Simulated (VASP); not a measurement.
A run of VASP 6.6.1:

INCAR

```
PREC     = Accurate       # precision mode
ENCUT    = 520            # plane-wave cutoff, eV
EDIFF    = 1E-6           # SCF threshold, eV
ISMEAR   = 0              # smearing method
SIGMA    = 0.05           # smearing width, eV
LREAL    = Auto         
LASPH    = True           # aspherical terms in the spheres
NELM     = 150            # most SCF steps
ALGO     = Normal         # electronic algorithm
ISIF     = 2              # what is computed and relaxed
LWAVE    = False          # write WAVECAR
LCHARG   = True           # write CHGCAR
ISPIN    = 2              # spin polarisation
MAGMOM   = 5 0 0 0 0 0 0 0 0 0 0 0 0 0 0 0 # initial moments
LORBIT   = 11             # projections on sites
LMAXMIX  = 4              # l up to which the mixer works
LDAU     = True           # DFT+U
LDAUTYPE = 2            
LDAUL    = 2 -1           # shell
LDAUU    = 4 0            # U, eV
LDAUJ    = 0 0          
LDAUPRINT= 1            
GGA      = PS             # functional
LELF     = True           # ELF
LVHAR    = True         
NBANDS   = 56             # bands
```

Contents of KPOINTS:

```
regular mesh
0
Gamma
  3 3 3
```

File POSCAR:

```
Si15Rh
1.0
    0.0000000000      5.4370000000      5.4370000000
    5.4370000000      0.0000000000      5.4370000000
    5.4370000000      5.4370000000      0.0000000000
Rh Si
1 15
Direct
    1.0000000000      1.0000000000      0.0000000000
    0.9990934051      0.9990934051      0.5009065949
    0.9990934051      0.5009065949      0.9990934051
    0.9990934051      0.5009065949      0.5009065949
    0.5009065949      0.9990934051      0.9990934051
    0.5009065949      0.9990934051      0.5009065949
    0.5009065949      0.5009065949      0.9990934051
    0.5000000000      0.5000000000      0.5000000000
    0.1232214265      0.1232214265      0.1232214265
    0.1232214265      0.1232214265      0.6303357206
    0.1232214265      0.6303357206      0.1232214265
    0.1251791258      0.6249402914      0.6249402914
    0.6303357206      0.1232214265      0.1232214265
    0.6249402914      0.1251791258      0.6249402914
    0.6249402914      0.6249402914      0.1251791258
    0.6249402914      0.6249402914      0.6249402914
```

Potentials or basis: VASP PAW PBE potentials, release 64 (Rh_pv, Si).

Run with:

```sh
$ cat potpaw_PBE.64/Rh_pv/POTCAR potpaw_PBE.64/Si/POTCAR > POTCAR
$ mpirun -np 1 vasp_std > vasp.out
```

Hardware: 1 thread of Intel(R) Xeon(R) Platinum 8488C (Sapphire Rapids), on a shared host.

Question: How long does it take, and how much memory?

Answer: Run time: 3.2 min on 1 thread of Intel(R) Xeon(R) Platinum 8488C (Sapphire Rapids) (shared host), peak memory 0.67 GiB. Counts: scf iterations 17, k points 4.
